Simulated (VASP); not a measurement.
Write the native input for VASP 6.6.1 that does the following.

| Item | Value |
| --- | --- |
| Task | relaxation of shape and atoms at fixed volume |
| Functional | PBE |
| Potentials or basis | VASP PAW PBE potentials, release 64 (Hf_pv, B) |
| Cutoff | 600 eV |
| k mesh | 15 × 15 × 12 |
| Occupations | gaussian, width 0.1 eV |
| Spin | no spin polarisation |
| Dipole correction | no |
| Further INCAR settings | ALGO = Normal; EDIFF = 1e-06; IBRION = 2; EDIFFG = -0.01; NSW = 50; ISIF = 4 |

The structure of HfB2 lies in POSCAR:

```
HfB2
1.0
    3.0529023427      0.0000000000      0.0000000000
   -1.5264511713      2.6438909840      0.0000000000
    0.0000000000      0.0000000000      3.3679325658
Hf B
1 2
Direct
    0.0000000000      0.0000000000      0.0000000000
    0.3333333333      0.6666666667      0.5000000000
    0.6666666667      0.3333333333      0.5000000000
```

These files were run (other wordings do the same):

INCAR

```
PREC = Accurate
ENCUT = 600
EDIFF = 1E-6
ISMEAR = 0
SIGMA = 0.1
LREAL = F
LASPH = T
NELM = 80
ALGO = Normal
ISIF = 4
LWAVE = F
LCHARG = F
GGA = PE
IBRION = 2
NSW = 50
EDIFFG = -0.01
```

KPOINTS

```
regular mesh
0
Gamma
  15 15 12
```

Potentials or basis: VASP PAW PBE potentials, release 64 (Hf_pv, B).

Launch:

```console
$ cat potpaw_PBE.64/Hf_pv/POTCAR potpaw_PBE.64/B/POTCAR > POTCAR
$ mpirun -np 1 vasp_std > vasp.out
```

Results of the run:

```json
{"Energy gained by relaxing": "0.0 meV/atom", "Ionic steps": "2", "Pressure after relaxing": "28.1 GPa", "Band gap on the k mesh": "zero (bands 8 and 9 overlap by 1.10 eV)"}
```

Caveat: spin-orbit coupling is left out, which moves the levels of the heavy elements.

Wall time 34 s on 1 thread of Intel(R) Xeon(R) Platinum 8488C (Sapphire Rapids) (shared host), peak memory 0.21 GiB.
